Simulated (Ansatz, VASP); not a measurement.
KCl: VASP beside Ansatz

INCAR

```
PREC = Accurate
ENCUT = 520
EDIFF = 1E-6
ISMEAR = -5
SIGMA = 0.1
LREAL = F
LASPH = T
NELM = 100
ALGO = Normal
ISIF = 2
LWAVE = F
LCHARG = F
GGA = PE
NBANDS = 15
```

Contents of KPOINTS:

```
regular mesh
0
Gamma
  7 7 7
```

The input POSCAR:

```
KCl
1.0
    0.0000000000      3.1561000000      3.1561000000
    3.1561000000      0.0000000000      3.1561000000
    3.1561000000      3.1561000000      0.0000000000
K Cl
1 1
Direct
    0.0000000000      0.0000000000      0.0000000000
    0.5000000000      0.5000000000      0.5000000000
```

Input for Ansatz:

```yaml
crystal:
  lattice:
    - [0.0, 3.1561, 3.1561]
    - [3.1561, 0.0, 3.1561]
    - [3.1561, 3.1561, 0.0]
  atoms:
    - { symbol: K, position: [0.0, 0.0, 0.0] }
    - { symbol: Cl, position: [0.5, 0.5, 0.5] }
kpoints:
  mp_grid: { grid: [7, 7, 7] }
scf:
  occupations: { method: tetrahedron }
hamiltonian:
  xc: pbe
  pseudopotentials: { kind: all_electron, lapw: { basis_error: 0.0005 } }
output:
  forces: true
  stress: true
  eigenvalues: true
```

Alike in both runs: task single point; functional PBE; k mesh 7 × 7 × 7; occupations tetrahedron; no spin polarisation.

```csv
,VASP,Ansatz
version,VASP 6.6.1,Ansatz 0.2.0
potentials or method,"VASP PAW PBE potentials, release 64 (K_sv, Cl), cutoff 520 eV","all-electron LAPW, scalar-relativistic"
```

```csv
,VASP,Ansatz,Ansatz less VASP
gap on the k mesh at the Fermi level (eV),5.16,5.16,+0.002
pressure (GPa),0.6,0.6,-0.02
```

Ansatz ran all-electron here, and VASP with PAW potentials. Ansatz's warnings: band table not solved further, tetrahedron derivatives may miss energy slope.
